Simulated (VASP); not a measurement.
Runs of VASP 6.6.1 on VO2. Symmetry: P4_2/mnm, No. 136, tetragonal system. The conventional cell has a = 4.530 Å, b = 4.530 Å, c = 2.869 Å, α = 90.00°, β = 90.00°, γ = 90.00°. Within 2.5 Å of V (site symmetry mmm) lie 6 O at 1.90 to 1.95 Å. O (site symmetry m2m) has 3 V at 1.90 to 1.95 Å and 1 O at 2.50 Å within 2.5 Å. 

```csv
level,gap on the mesh (eV),pressure (GPa),moment (μB),largest force (eV/Å)
revPBE,none,9.4,1.99,0.59
PBE,none,5.3,1.98,0.57
RPBE,none,10.9,1.99,0.60
BLYP,none,(b),(a),0.65
```

Alike in all rows: task single point; potentials or basis VASP PAW PBE potentials, release 64 (V_sv, O); spin collinear, ferromagnetic start; cell as given; k mesh 5 × 5 × 7; cutoff (eV) 600; smearing fermi-dirac 0.1 eV.

Question: Estimate the missing entries.

Answer: (a) 1.97; (b) 12.4.

Caveats: the cell stands under pressure; semilocal functionals often make such compounds metallic where correlation or magnetic order opens a gap, which also shifts bond lengths; the PAW data sets were made with another functional, which shifts forces and pressure a little (at least some runs).

A gap of «none» marks levels without a gap at the run's occupations.
